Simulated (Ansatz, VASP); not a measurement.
MgO in VASP and in Ansatz

File INCAR:

```
  ALGO = Normal
  EDIFF = 1E-7
  ENCUT = 520
  GGA = PE
  ISIF = 2
  ISMEAR = 0
  LASPH = T
  LCHARG = F
  LREAL = F
  LWAVE = F
  NBANDS = 26
  NELM = 100
  PREC = Accurate
  SIGMA = 0.01
```

Contents of KPOINTS:

```
k-points
0
Gamma
  3 3 3
```

POSCAR

```
MgO
1.0
    4.2535896556      0.0000000000      0.0000000000
    0.0000000000      4.2535896556      0.0000000000
    0.0000000000      0.0000000000      4.2535896556
Mg O
4 4
Direct
    0.0000000000      0.5000000000      0.5000000000
    0.5000000000      0.0000000000      0.5000000000
    0.5000000000      0.5000000000      0.0000000000
    0.0000000000      0.0000000000      0.0000000000
    0.5000000000      0.5000000000      0.5000000000
    0.0000000000      0.0000000000      0.5000000000
    0.0000000000      0.5000000000      0.0000000000
    0.5000000000      0.0000000000      0.0000000000
```

Input for Ansatz:

```yaml
crystal:
  lattice:
    - [4.2535896556, 0.0, 0.0]
    - [0.0, 4.2535896556, 0.0]
    - [0.0, 0.0, 4.2535896556]
  atoms:
    - { symbol: Mg, position: [0.0, 0.5, 0.5] }
    - { symbol: Mg, position: [0.5, 0.0, 0.5] }
    - { symbol: Mg, position: [0.5, 0.5, 0.0] }
    - { symbol: Mg, position: [0.0, 0.0, 0.0] }
    - { symbol: O, position: [0.5, 0.5, 0.5] }
    - { symbol: O, position: [0.0, 0.0, 0.5] }
    - { symbol: O, position: [0.0, 0.5, 0.0] }
    - { symbol: O, position: [0.5, 0.0, 0.0] }
basis:
  ecutwfc: 420
  xc_grid: 2
kpoints:
  mp_grid: { grid: [3, 3, 3], shift: [0.0, 0.0, 0.0] }
hamiltonian:
  xc: pbe
scf:
  occupations: { method: gaussian, width: 0.01 }
output:
  forces: true
  stress: true
  eigenvalues: true
```

Alike in both runs: task single point; functional PBE; k mesh 3 × 3 × 3; occupations gaussian, width 0.01 eV; no spin polarisation.

```csv
,VASP,Ansatz
version,VASP 6.6.1,Ansatz 0.2.0
potentials or method,"VASP PAW PBE potentials, release 64 (Mg, O), cutoff 520 eV","scalar-relativistic, plane waves, PAW"
valence electrons in the cell,32,64
```

Ansatz gave:

* gap on the k mesh at the Fermi level (eV): 4.46
* least direct gap on the mesh (eV): 4.46
* pressure (GPa): 0.0

Task: Estimate VASP's values.

Result: gap on the k mesh at the Fermi level (eV): 4.44; least direct gap on the mesh (eV): 4.44; pressure (GPa): -0.7.

The functional is the same, so the differences come from potentials, cutoffs and numerics. VASP's potentials hold 32 valence electrons a cell and Ansatz's 64, so a difference there can come from the potentials and not from the codes.

The k mesh is coarse, so the values compare programs but aren't converged.
